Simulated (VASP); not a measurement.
# Nb (P6/mmm) in VASP: notebook

The runs below take Nb through single point, with PBE.

Everything below comes from runs of VASP 6.6.1. Logs are shortened: lines on timing, memory, paths and dates and some standing lists are left out, and cuts for length are marked.

**1. The cell of the first run**

The structure is hexagonal, space group P6/mmm (No. 191). Conventional cell: a = 2.715 Å, b = 2.715 Å, c = 2.578 Å, α = 90.00°, β = 90.00°, γ = 120.00°. Within 3.4 Å of Nb (site symmetry 6/mmm) lie 8 Nb at 2.58 to 2.72 Å.

**2. Single point, PBE (volume scaled by 0.85)**

INCAR reads:

```
PREC = Accurate ; ENCUT = 520
EDIFF = 1E-7 ; ISMEAR = -1
SIGMA = 0.05 ; LREAL = F
LASPH = T ; NELM = 100
ALGO = Normal ; ISIF = 2
LWAVE = F ; LCHARG = F
GGA = PE ; NBANDS = 12
```

KPOINTS reads:

```
Automatic mesh
0
Gamma
  15 15 14
```

POSCAR reads:

```
Nb
1.0
    2.7152171575      0.0000000000      0.0000000000
   -1.3576085788      2.3514470352      0.0000000000
    0.0000000000      0.0000000000      2.5776734130
Nb
1
Direct
    0.0000000000      0.0000000000      0.0000000000
```

Potentials or basis: VASP PAW PBE potentials, release 64 (Nb_sv).

Launch:

```console
cat potpaw_PBE.64/Nb_sv/POTCAR > POTCAR
mpirun -np 1 vasp_std > vasp.out
```

OUTCAR:

```text
PREC = Accurate
   ENCUT = 520
   EDIFF = 1E-7
   ISMEAR = -1
   LREAL = F
   LASPH = T
   NELM = 100
   ISIF = 2
   GGA = PE

 ion  position               nearest neighbor table
   1  0.000  0.000  0.000-

  LATTYP: Found a hexagonal cell.
 ALAT       =     2.7152171575
 C/A-ratio  =     0.9493433724

  Lattice vectors:

 A1 = (   2.7152171575,   0.0000000000,   0.0000000000)
 A2 = (  -1.3576085788,   2.3514470352,   0.0000000000)
 A3 = (   0.0000000000,   0.0000000000,   2.5776734130)

Analysis of symmetry for initial positions (statically):
=====================================================================
 Subroutine PRICEL returns:
 Original cell was already a primitive cell.

 Routine SETGRP: Setting up the symmetry group for a
 hexagonal supercell.

 Subroutine GETGRP returns: Found 24 space group operations
 (whereof 24 operations were pure point group operations)
 out of a pool of 24 trial point group operations.

The static configuration has the point symmetry D_6h.

Analysis of symmetry for dynamics (positions and initial velocities):
=====================================================================
 Subroutine PRICEL returns:
 Original cell was already a primitive cell.

 Routine SETGRP: Setting up the symmetry group for a
 hexagonal supercell.

 Subroutine GETGRP returns: Found 24 space group operations
 (whereof 24 operations were pure point group operations)
 out of a pool of 24 trial point group operations.

The dynamic configuration has the point symmetry D_6h.

 Subroutine INISYM returns: Found 24 space group operations
 (whereof 24 operations are pure point group operations),
 and found     1 'primitive' translations

----------------------------------------------------------------------------------------

                                     Primitive cell

  volume of cell :      16.4576

  direct lattice vectors                    reciprocal lattice vectors
     2.715217158  0.000000000  0.000000000     0.368294667  0.212635025  0.000000000
    -1.357608579  2.351447035  0.000000000     0.000000000  0.425270051  0.000000000
     0.000000000  0.000000000  2.577673413     0.000000000  0.000000000  0.387946741

  length of vectors
     2.715217158  2.715217158  2.577673413     0.425270051  0.425270051  0.387946741

  position of ions in fractional coordinates (direct lattice)
     0.000000000  0.000000000  0.000000000

  ion indices of the primitive-cell ions
   primitive index   ion index
                 1           1

----------------------------------------------------------------------------------------

 KPOINTS: Automatic mesh

Automatic generation of k-mesh.
 Grid dimensions read from file:
 generate k-points for:   15   15   14

 Generating k-lattice:

  Cartesian coordinates                     Fractional coordinates (reciprocal lattice)
     0.024552978  0.014175668  0.000000000     0.066666667 -0.000000000  0.000000000
     0.000000000  0.028351337  0.000000000     0.000000000  0.066666667  0.000000000
     0.000000000  0.000000000  0.027710482     0.000000000  0.000000000  0.071428571

  Length of vectors
     0.028351337  0.028351337  0.027710482

  Shift w.r.t. Gamma in fractional coordinates (k-lattice)
     0.000000000  0.000000000  0.000000000

 Subroutine IBZKPT returns following result:
 ===========================================

 Found    216 irreducible k-points:

 Following reciprocal coordinates:
            Coordinates               Weight
  0.000000  0.000000  0.000000      1.000000
  0.066667  0.000000  0.000000      6.000000
  0.133333  0.000000  0.000000      6.000000
  0.200000  0.000000  0.000000      6.000000
  0.266667  0.000000  0.000000      6.000000
  0.333333  0.000000  0.000000      6.000000
[... 16 lines left out ...]
  0.333333  0.200000  0.000000     12.000000
  0.400000  0.200000  0.000000      6.000000
 [... further k-points ...]
   k-points           NKPTS =    216   k-points in BZ     NKDIM =    216   number of bands    NBANDS=     12
   number of dos      NEDOS =    301   number of ions     NIONS =      1
   total plane-waves  NPLWV =   8000
   dimension x,y,z NGX =    20 NGY =   20 NGZ =   20
   dimension x,y,z NGXF=    40 NGYF=   40 NGZF=   40
   ions per type =               1
   NGX,Y,Z   is equivalent  to a cutoff of  12.25, 12.25, 12.90 a.u.
   NGXF,Y,Z  is equivalent  to a cutoff of  24.49, 24.49, 25.80 a.u.
 SYSTEM =  unknown system
   PREC   = accura    normal or accurate (medium, high low for compatibility)
   ISTART =      0    job   : 0-new  1-cont  2-samecut
   ICHARG =      2    charge: 1-file 2-atom 10-const
   ISPIN  =      1    spin polarized calculation?
   LNONCOLLINEAR =      F non collinear calculations
   LSORBIT =      F    spin-orbit coupling
   LASPH  =      T    aspherical Exc in radial PAW
   ENCUT  =  520.0 eV  38.22 Ry    6.18 a.u.   5.05  5.05  4.79*2*pi/ulx,y,z
   NELM   =    100;   NELMIN=  2; NELMDL= -5     # of ELM steps
   EDIFF  = 0.1E-06   stopping-criterion for ELM
   LREAL  =      F    real-space projection
   EDIFFG = 0.1E-05   stopping-criterion for IOM
   NSW    =      0    number of steps for IOM
   IBRION =     -1    ionic relax: 0-MD 1-quasi-New 2-CG
   NFREE  =      0    steps in history (QN), initial steepest desc. (CG)
   ISIF   =      2    stress and relaxation
   ISYM   =      2    0-nonsym 1-usesym 2-fastsym
   POTIM  = 0.5000    time-step for ionic-motion
   TEBEG  =    0.0;   TEEND  =   0.0 temperature during run
   PSTRESS=    0.0 pullay stress
   NELECT =      13.0000    total number of electrons
   NUPDOWN=      -1.0000    fix difference up-down
   EMIN   =  10.00;   EMAX   =-10.00  energy-range for DOS
   EFERMI =   0.00;   METHOD = LEGACY
   ISMEAR =    -1;   SIGMA  =   0.05  broadening in eV -4-tet -1-fermi 0-gaus
   EFERMI_NEDOS =   21; number of points for ismear=-14 and -15
   IALGO  =     38    algorithm
   IMIX   =      4    mixing-type and parameters
     AMIX     =   0.40;   BMIX     =  1.00
     AMIX_MAG =   1.60;   BMIX_MAG =  1.00
  volume/ion in A,a.u.               =      16.46       111.06
  Fermi-wavevector in a.u.,A,eV,Ry     =   1.513329  2.859777 31.159588  2.290165
  Thomas-Fermi vector in A             =   2.623135
   LORBIT       =      0    0 simple, 1 ext, 2 COOP (PROOUT), +10 PAW based schemes
   GGA     = PE    functional components
   LHFCALC =     F    Hartree Fock is set to
   AEXX    =    0.0000 exact exchange contribution
   IVDW    =     0    specifies the selected vdW correction
   LEPSILON=     F    determine dielectric tensor
   LRPA    =     F    only Hartree local field effects (RPA)
 non-spin polarized calculation
  energy-cutoff  :      520.00
  volume of cell :       16.46
 maximum number of plane-waves:       459
   NGX = 11   NGY = 11   NGZ =  9

 number of electron      13.0000000 magnetization

 Free energy of the ion-electron system (eV)
  ---------------------------------------------------
  ext. energy  EPLUGINS =         0.00000000
  ---------------------------------------------------
  free energy    TOTEN  =        -9.34543927 eV

  energy without entropy =       -9.33684943  energy(sigma->0) =       -9.34114435

 E-fermi :  12.9464     XC(G=0): -12.9115

 val. band max:       12.9421479235   @ k =   0.0000   0.0000   0.0000
 cond. band min:      12.9587944302   @ k =   0.0000   0.0000   0.3571
 fundamental gap:      0.0166465067
 Fermi energy:        12.9463927195

 k-point     1 :       0.0000    0.0000    0.0000
  band No.  band energies     occupation
      1     -41.9574      2.00000
      2     -16.8895      2.00000
      3     -16.8244      2.00000
      4     -16.8244      2.00000
      5       6.5520      2.00000
      6       9.1309      2.00000
      7      12.9421      1.04242
      8      12.9421      1.04242
      9      18.9510      0.00000
     10      18.9510      0.00000
     11      25.1983      0.00000
     12      28.4670      0.00000

 k-point     2 :       0.0667    0.0000    0.0000
  band No.  band energies     occupation
      1     -41.9414      2.00000
      2     -16.9259      2.00000
      3     -16.8787      2.00000
      4     -16.8463      2.00000
      5       6.7453      2.00000
      6       9.2270      2.00000
      7      12.7140      1.98102
      8      13.1290      0.05056
      9      18.6687      0.00000
     10      18.9089      0.00000
     11      25.7004      0.00000
     12      28.9020      0.00000

 k-point     3 :       0.1333    0.0000    0.0000
  band No.  band energies     occupation
      1     -41.8958      2.00000
      2     -17.2070      2.00000
      3     -16.9077      2.00000
      4     -16.8480      2.00000
      5       7.2685      2.00000
      6       9.4987      2.00000
      7      12.1938      2.00000
      8      13.6795      0.00000
      9      17.9685      0.00000
     10      18.7919      0.00000
     11      27.0222      0.00000
     12      30.0334      0.00000
[... 286 lines left out ...]
 k-point    23 :       0.3333    0.2000    0.0000
  band No.  band energies     occupation
      1     -41.5561      2.00000
      2     -18.6676      2.00000
      3     -17.7598      2.00000
      4     -16.6233      2.00000
      5       9.9866      2.00000
      6      10.7258      2.00000
      7      12.8135      1.86896
      8      15.3103      0.00000
      9      17.0640      0.00000
     10      20.3072      0.00000
     11      24.0247      0.00000
     12      24.7396      0.00000

 k-point    24 :       0.4000    0.2000    0.0000
  band No.  band energies     occupation
      1     -41.5421      2.00000
      2     -18.7082      2.00000
      3     -17.8085      2.00000
      4     -16.6142      2.00000
      5       9.9141      2.00000
      6      10.8356      2.00000
      7      13.1687      0.02315
      8      15.2545      0.00000
      9      16.9678      0.00000
     10      20.7349      0.00000
     11      23.5480      0.00000
     12      24.3377      0.00000

 [... further k-points ...]

------------------------ aborting loop because EDIFF is reached ----------------------------------------

  FORCE on cell =-STRESS in cart. coord.  units (eV):
  Direction    XX          YY          ZZ          XY          YZ          ZX
  --------------------------------------------------------------------------------------
  -------------------------------------------------------------------------------------
  Total        3.2465074      3.2465074      3.2523761     -0.0000000      0.0000000      0.0000000
  in kB      316.0525656    316.0525656    316.6238907     -0.0000000      0.0000000      0.0000000
  external PRESSURE =     316.2430073 kB  Pullay stress =       0.0000000 kB

 VOLUME and BASIS-vectors are now :
 -----------------------------------------------------------------------------
  energy-cutoff  :      520.00
  volume of cell :       16.46
      direct lattice vectors                 reciprocal lattice vectors
     2.715217158  0.000000000  0.000000000     0.368294667  0.212635025  0.000000000
    -1.357608579  2.351447035  0.000000000     0.000000000  0.425270051  0.000000000
     0.000000000  0.000000000  2.577673413     0.000000000  0.000000000  0.387946741

 POSITION                                       TOTAL-FORCE (eV/Angst)
 -----------------------------------------------------------------------------------
      0.00000      0.00000      0.00000         0.000000      0.000000      0.000000
 -----------------------------------------------------------------------------------
    total drift:                               -0.000000      0.000000     -0.000000

  FREE ENERGIE OF THE ION-ELECTRON SYSTEM (eV)
  ---------------------------------------------------
  free  energy   TOTEN  =        -9.3454392669 eV

  energy  without entropy=       -9.3368494266  energy(sigma->0) =       -9.34114435
```

It took 56 s on 1 thread of AMD EPYC 7R43 (Zen 3), shared host; peak memory 0.11 GiB.

Results:

* Free energy: -9.3454 eV
* Pressure: 31.6 GPa

Levels at points of the mesh, in eV from the Fermi level:
```
           k point  band 3  band 4  band 5  band 6  band 7  band 8  band 9  band 10
(0.00, 0.00, 0.00)  -29.77  -29.77   -6.39   -3.82    0.00    0.00    6.00     6.00
(0.00, 0.00, 0.50)  -29.56  -29.56   -3.19    0.40    0.93    0.93    2.22     2.22
```

Caveat: the cell differs from its parent crystal (volume scaled by 0.85).

**3. Single point, PBE**

This run uses another cell than the first one, of 18.39 Å³/atom, 1.118 times its volume.

INCAR reads:

```
SYSTEM = Nb
  PREC = Accurate
  ENCUT = 520
  EDIFF = 1E-7
  ISMEAR = -1
  SIGMA = 0.05
  LREAL = .FALSE.
  LASPH = .TRUE.
  NELM = 60
  ALGO = Normal
  ISIF = 2
  LWAVE = .FALSE.
  LCHARG = .FALSE.
  GGA = PE
  NBANDS = 12
```

KPOINTS reads:

```
regular mesh
0
G
  15 15 14
  0 0 0
```

POSCAR reads:

```
Nb
1.0
    2.8169964601      0.0000000000      0.0000000000
   -1.4084982300      2.4395904968      0.0000000000
    0.0000000000      0.0000000000      2.6765114634
Nb
1
Direct
    0.0000000000      0.0000000000      0.0000000000
```

Potentials or basis: VASP PAW PBE potentials, release 64 (Nb_sv).

Launch:

```console
cat potpaw_PBE.64/Nb_sv/POTCAR > POTCAR
mpirun -np 1 vasp_std > vasp.out
```

OUTCAR:

```text
SYSTEM = Nb
   PREC = Accurate
   ENCUT = 520
   EDIFF = 1E-7
   ISMEAR = -1
   LREAL = .FALSE.
   LASPH = .TRUE.
   NELM = 60
   ISIF = 2
   GGA = PE

 ion  position               nearest neighbor table
   1  0.000  0.000  0.000-

  LATTYP: Found a hexagonal cell.
 ALAT       =     2.8169964601
 C/A-ratio  =     0.9501295090

  Lattice vectors:

 A1 = (   2.8169964601,   0.0000000000,   0.0000000000)
 A2 = (  -1.4084982300,   2.4395904968,   0.0000000000)
 A3 = (   0.0000000000,   0.0000000000,   2.6765114634)

Analysis of symmetry for initial positions (statically):
=====================================================================
 Subroutine PRICEL returns:
 Original cell was already a primitive cell.

 Routine SETGRP: Setting up the symmetry group for a
 hexagonal supercell.

 Subroutine GETGRP returns: Found 24 space group operations
 (whereof 24 operations were pure point group operations)
 out of a pool of 24 trial point group operations.

The static configuration has the point symmetry D_6h.

Analysis of symmetry for dynamics (positions and initial velocities):
=====================================================================
 Subroutine PRICEL returns:
 Original cell was already a primitive cell.

 Routine SETGRP: Setting up the symmetry group for a
 hexagonal supercell.

 Subroutine GETGRP returns: Found 24 space group operations
 (whereof 24 operations were pure point group operations)
 out of a pool of 24 trial point group operations.

The dynamic configuration has the point symmetry D_6h.

 Subroutine INISYM returns: Found 24 space group operations
 (whereof 24 operations are pure point group operations),
 and found     1 'primitive' translations

----------------------------------------------------------------------------------------

                                     Primitive cell

  volume of cell :      18.3938

  direct lattice vectors                    reciprocal lattice vectors
[... 113 lines left out ...]
   IVDW    =     0    specifies the selected vdW correction
   LEPSILON=     F    determine dielectric tensor
   LRPA    =     F    only Hartree local field effects (RPA)
 non-spin polarized calculation
  energy-cutoff  :      520.00
  volume of cell :       18.39
 maximum number of plane-waves:       513
 NGX is ok and might be reduce to    24
   NGX = 11   NGY = 11   NGZ =  9

 number of electron      13.0000001 magnetization

 Free energy of the ion-electron system (eV)
  ---------------------------------------------------
  ext. energy  EPLUGINS =         0.00000000
  ---------------------------------------------------
  free energy    TOTEN  =        -9.57433422 eV

  energy without entropy =       -9.56460146  energy(sigma->0) =       -9.56946784

 E-fermi :  11.2931     XC(G=0): -12.3292

 val. band max:       11.2895525322   @ k =   0.2667   0.2667   0.3571
 cond. band min:      11.2954838945   @ k =   0.4000   0.2000   0.0000
 fundamental gap:      0.0059313622
 Fermi energy:        11.2931303153

 k-point     1 :       0.0000    0.0000    0.0000
  band No.  band energies     occupation
      1     -43.5981      2.00000
      2     -18.8424      2.00000
      3     -18.7833      2.00000
      4     -18.7833      2.00000
      5       5.1149      2.00000
      6       7.9964      2.00000
      7      11.4011      0.20698
      8      11.4011      0.20698
      9      16.5329      0.00000
     10      16.5329      0.00000
     11      23.4385      0.00000
     12      25.8014      0.00000
[... 331 lines left out ...]
 k-point    24 :       0.4000    0.2000    0.0000
  band No.  band energies     occupation
      1     -43.3249      2.00000
      2     -20.1449      2.00000
      3     -19.4910      2.00000
      4     -18.6482      2.00000
      5       8.5535      2.00000
      6       9.3717      2.00000
      7      11.2955      0.97647
      8      13.4205      0.00000
      9      14.8806      0.00000
     10      18.3184      0.00000
     11      20.7223      0.00000
     12      21.8475      0.00000

 [... further k-points ...]

------------------------ aborting loop because EDIFF is reached ----------------------------------------

  FORCE on cell =-STRESS in cart. coord.  units (eV):
  Direction    XX          YY          ZZ          XY          YZ          ZX
  --------------------------------------------------------------------------------------
  -------------------------------------------------------------------------------------
  Total        0.9074890      0.9074890      0.9081010      0.0000000      0.0000000      0.0000000
  in kB       79.0459441     79.0459441     79.0992546      0.0000000      0.0000000      0.0000000
  external PRESSURE =      79.0637143 kB  Pullay stress =       0.0000000 kB

 VOLUME and BASIS-vectors are now :
 -----------------------------------------------------------------------------
  energy-cutoff  :      520.00
  volume of cell :       18.39
      direct lattice vectors                 reciprocal lattice vectors
     2.816996460  0.000000000  0.000000000     0.354988022  0.204952430  0.000000000
    -1.408498230  2.439590497  0.000000000     0.000000000  0.409904860  0.000000000
     0.000000000  0.000000000  2.676511463     0.000000000  0.000000000  0.373620668

 POSITION                                       TOTAL-FORCE (eV/Angst)
 -----------------------------------------------------------------------------------
      0.00000      0.00000      0.00000         0.000000      0.000000      0.000000
 -----------------------------------------------------------------------------------
    total drift:                               -0.000000      0.000000     -0.000000

  FREE ENERGIE OF THE ION-ELECTRON SYSTEM (eV)
  ---------------------------------------------------
  free  energy   TOTEN  =        -9.5743342209 eV

  energy  without entropy=       -9.5646014611  energy(sigma->0) =       -9.56946784
```

stdout:

```text
POSCAR found type information on POSCAR Nb
 POSCAR found :  1 types and       1 ions
 scaLAPACK will be used
 LDA part: xc-table for (Slater+PW92), standard interpolation
 POSCAR, INCAR and KPOINTS ok, starting setup
 FFT: planning ... GRIDC
 FFT: planning ... GRID_SOFT
 FFT: planning ... GRID
 WAVECAR not read
 entering main loop
```

Run time: 67 s. Hardware: 1 thread of AMD EPYC 7R43 (Zen 3), shared host; peak memory 0.12 GiB.

What came out:

```
Free energy : -9.5743 eV
Pressure    : 7.9 GPa
```
